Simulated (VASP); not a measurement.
Set up this calculation in VASP 6.6.1, as the native input.

- Task: single point
- Functional: PBEsol
- Potentials or basis: VASP PAW PBE potentials, release 64 (B, N)
- Cutoff: 520 eV
- k mesh: 12 × 12 × 12
- Occupations: gaussian, width 0.02 eV
- Spin: no spin polarisation
- Dipole correction: no
- Further INCAR settings: ALGO = Normal; EDIFF = 1e-06; NBANDS = 11

The structure of BN lies in POSCAR:

```
BN
1.0
    0.0000000000      3.0495908540      2.1561654307
    1.2487435251      0.0000000000      2.1561654307
    1.2487435251      3.0495908540      0.0000000000
B N
1 1
Direct
    0.0002257180      0.0002257180      0.9997742820
    0.6664742720      0.6664742720      0.3335257280
```

The input as run:

INCAR

```
SYSTEM = BN
PREC = Accurate ; ENCUT = 520
EDIFF = 1E-6 ; ISMEAR = 0
SIGMA = 0.02 ; LREAL = .FALSE.
LASPH = .TRUE. ; NELM = 60
ALGO = Normal ; ISIF = 2
LWAVE = .FALSE. ; LCHARG = .FALSE.
GGA = PS ; NBANDS = 11
```

KPOINTS

```
regular mesh
0
G
  12 12 12
  0 0 0
```

Potentials or basis: VASP PAW PBE potentials, release 64 (B, N).

Run with:

```sh
$ cat potpaw_PBE.64/B/POTCAR potpaw_PBE.64/N/POTCAR > POTCAR
$ mpirun -np 1 vasp_std > vasp.out
```

It gave:

```json
{
 "Pressure": "5.3 GPa",
 "Band gap on the k mesh": "2.94 eV (least direct gap 4.50 eV)"
}
```

Caveat: the cell stands under pressure; the PAW data sets were made with another functional, which shifts forces and pressure a little.

Wall time 68 s on 1 thread of Intel Xeon 8259CL (shared host), peak memory 0.17 GiB.
